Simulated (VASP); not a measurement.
Write the native input for VASP 6.6.1 that does the following.

```yaml
Task: single point
Functional: PBE
Potentials_or_basis: VASP PAW PBE potentials, release 64 (Li_sv, F)
Cutoff: 520 eV
k_mesh: 10 × 10 × 10
Occupations: fermi-dirac, width 0.02 eV
Spin: no spin polarisation
Dipole_correction: no
Further_INCAR_settings: ALGO = Normal; EDIFF = 1e-07; NBANDS = 12
```

The structure of LiF (Griceite) lies in POSCAR:

```
LiF
1.0
    0.0000000000      1.9196626132      1.9196626132
    1.9196626132      0.0000000000      1.9196626132
    1.9196626132      1.9196626132      0.0000000000
Li F
1 1
Direct
    0.0000000000      0.0000000000      0.0000000000
    0.5000000000      0.5000000000      0.5000000000
```

This cell differs from its parent crystal: strain -3.8%.

One way to write it, as run:

INCAR

```
SYSTEM = LiF
PREC     = Accurate       ! precision mode
ENCUT    = 520            ! plane-wave cutoff, eV
EDIFF    = 1E-7           ! SCF threshold, eV
ISMEAR   = -1             ! smearing method
SIGMA    = 0.02           ! smearing width, eV
LREAL    = .FALSE.        ! projectors in reciprocal space
LASPH    = .TRUE.         ! aspherical terms in the spheres
NELM     = 100            ! most SCF steps
ALGO     = Normal         ! electronic algorithm
ISIF     = 2              ! what is computed and relaxed
LWAVE    = .FALSE.        ! write WAVECAR
LCHARG   = .FALSE.        ! write CHGCAR
GGA      = PE             ! functional
NBANDS   = 12             ! bands
```

KPOINTS

```
regular mesh
0
G
  10 10 10
  0 0 0
```

Potentials or basis: VASP PAW PBE potentials, release 64 (Li_sv, F).

Launch:

```console
$ cat potpaw_PBE.64/Li_sv/POTCAR potpaw_PBE.64/F/POTCAR > POTCAR
$ mpirun -np 1 vasp_std > vasp.out
```

Results of the run:

```yaml
Band_gap_on_the_k_mesh: 10.50 eV, direct
```

Caveat: the cell differs from its parent crystal (strain -3.8%).

Run time: 8.4 s on 1 thread of Intel(R) Xeon(R) Platinum 8488C (Sapphire Rapids), with other jobs on the host, peak memory 0.12 GiB.
